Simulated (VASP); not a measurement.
## TiB: single point with PBEsol

Crystal: TiB.

```xyz
2
Lattice="0.0000 2.2180 1.8853 2.2180 0.0000 1.8853 2.2180 2.2180 0.0000" Properties=species:S:1:pos:R:3 pbc="T T T"
Ti    3.3269    3.3269    2.8279
B     0.0000    0.0000    0.0000
```

This cell differs from its parent crystal: ratio of the length along z to the lengths across it x 0.85, volume and fractional coordinates fixed.

| Quantity | Value |
| --- | --- |
| Program | VASP 6.6.1 |
| Task | single point |
| Functional | PBEsol |
| Potentials or basis | VASP PAW PBE potentials, release 64 (Ti_sv, B) |
| Cutoff | 520 eV |
| k mesh | 22 × 22 × 22 |
| Occupations | gaussian, width 0.15 eV |
| Spin | no spin polarisation |
| Dipole correction | no |
| Further INCAR settings | ALGO = Fast; EDIFF = 1e-07; NBANDS = 14 |

* Pressure: 108.6 GPa
* Band gap on the k mesh: zero (an odd number of electrons rules out a gap without spin polarisation)

Stress tensor (GPa, compression positive):
```
123.50   0.00   0.00
  0.00 123.50   0.00
  0.00   0.00  78.79
```

Levels at points of the mesh, in eV from the Fermi level:
| k point | band 4 | band 5 | band 6 | band 7 | band 8 | band 9 | band 10 | band 11 | band 12 | band 13 |
| --- | --- | --- | --- | --- | --- | --- | --- | --- | --- | --- |
| (0.00, 0.00, 0.00) | -30.98 | -9.25 | -2.04 | -2.04 | -1.57 | 2.10 | 3.62 | 11.54 | 11.54 | 12.42 |
| (0.50, 0.00, 0.00) | -31.06 | -5.85 | -2.74 | -2.08 | -0.49 | 3.44 | 4.35 | 5.99 | 9.33 | 9.60 |
| (0.50, 0.50, 0.00) | -31.51 | -4.82 | -4.79 | 1.19 | 1.19 | 2.72 | 4.50 | 5.68 | 5.68 | 8.28 |
| (0.50, 0.00, 0.50) | -31.22 | -4.91 | -4.25 | 0.18 | 1.21 | 2.43 | 3.88 | 5.38 | 7.05 | 7.06 |

It took 2.4 min on 1 thread of Intel(R) Xeon(R) 6975P-C (Granite Rapids), with other jobs on the host, peak memory 0.34 GiB.

Caveat: the cell stands under pressure; the PAW data sets were made with another functional, which shifts forces and pressure a little.
